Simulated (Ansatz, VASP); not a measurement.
# Ti in VASP and in Ansatz

INCAR

```
SYSTEM = Ti
  ALGO = Normal
  DIPOL = 0.5 0.5 0.500
  EDIFF = 1E-6
  ENCUT = 520
  GGA = PE
  IDIPOL = 3
  ISIF = 2
  ISMEAR = -1
  LASPH = .True.
  LCHARG = .False.
  LDIPOL = .True.
  LREAL = .False.
  LWAVE = .False.
  NBANDS = 38
  NELM = 60
  PREC = Accurate
  SIGMA = 0.05
```

File KPOINTS:

```
k-points
0
Gamma
  11 11 1
  0 0 0
```

POSCAR

```
Ti
1.0
    2.8708535316      0.0000000000      0.0000000000
   -1.4354267658      2.4862320889      0.0000000000
    0.0000000000      0.0000000000     24.3761683716
Ti
5
Direct
    0.6666666667      0.3333333333      0.3076775597
    0.3333333333      0.6666666667      0.4038387799
    0.0000000000      0.0000000000      0.5000000000
    0.6666666667      0.3333333333      0.5961612201
    0.3333333333      0.6666666667      0.6923224403
```

File input.yaml:

```yaml
crystal:
  lattice:
    - [2.8708535316, 0.0, 0.0]
    - [-1.4354267658, 2.4862320889, 0.0]
    - [0.0, 0.0, 24.3761683716]
  atoms:
    - { symbol: Ti, position: [0.6666666667, 0.3333333333, 0.3076775597] }
    - { symbol: Ti, position: [0.3333333333, 0.6666666667, 0.4038387799] }
    - { symbol: Ti, position: [0.0, 0.0, 0.5] }
    - { symbol: Ti, position: [0.6666666667, 0.3333333333, 0.5961612201] }
    - { symbol: Ti, position: [0.3333333333, 0.6666666667, 0.6923224403] }
hamiltonian:
  xc: pbe
  pseudopotentials: { kind: paw }
kpoints:
  mp_grid: { grid: [11, 11, 1] }
scf:
  occupations: { method: fermi_dirac, width: 0.05 }
output:
  forces: true
  eigenvalues: true
efield:
  axis: 3
  dipole_correction: true
  ramp_width: 0.04
```

Alike in both runs: task single point; functional PBE; k mesh 11 × 11 × 1; occupations fermi-dirac, width 0.05 eV; no spin polarisation.

```csv
,VASP,Ansatz
version,VASP 6.6.1,Ansatz 0.2.0
potentials or method,"VASP PAW PBE potentials, release 64 (Ti_sv)",Ansatz PAW
plane-wave cutoff (eV),520,420
valence electrons in the cell,60,60
```

```tsv
	VASP	Ansatz	Ansatz less VASP
gap on the k mesh at the Fermi level (eV)	none	none	-
rms of the force components (eV/Å)	0.233	0.231	-0.0026
```

Atom by atom the forces differ by 0.005 eV/Å (rms over components). A gap of «none» marks a metal or a gap that the smearing closes.
